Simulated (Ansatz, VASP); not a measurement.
# TiO2 in VASP and in Ansatz

```
Ti O
1.0
    -1.89210    1.89210    4.75730
     1.89210   -1.89210    4.75730
     1.89210    1.89210   -4.75730
Ti O
2 4
Cartesian
  0.0000 0.0000 0.0000
  0.0000 1.8921 2.3786
  0.0000 0.0000 1.9800
  0.0000 1.8921 4.3586
  0.0000 1.8921 0.3987
  0.0000 0.0000 7.5346
```

Alike in both runs: task relaxation of cell and atoms; functional PBE; k mesh 10 × 10 × 10; occupations gaussian, width 0.02 eV; no spin polarisation.

```csv
,VASP,Ansatz
version,VASP 6.6.1,Ansatz 0.2.0
potentials or method,"VASP PAW PBE potentials, release 64 (Ti_sv, O), cutoff 600 eV","scalar-relativistic, plane waves, PAW"
valence electrons in the cell,48,48
```

|  | VASP | Ansatz | Ansatz less VASP |
| --- | --- | --- | --- |
| gap on the k mesh at the Fermi level, each at its own relaxed structure (eV) | 2.11 | 2.13 | +0.027 |
| relaxed volume (Å³/atom) | 11.69 | 11.66 | -0.028 |
| relaxed cell length with the largest relative difference (Å) | 5.548 | 5.543 | -0.0054 |
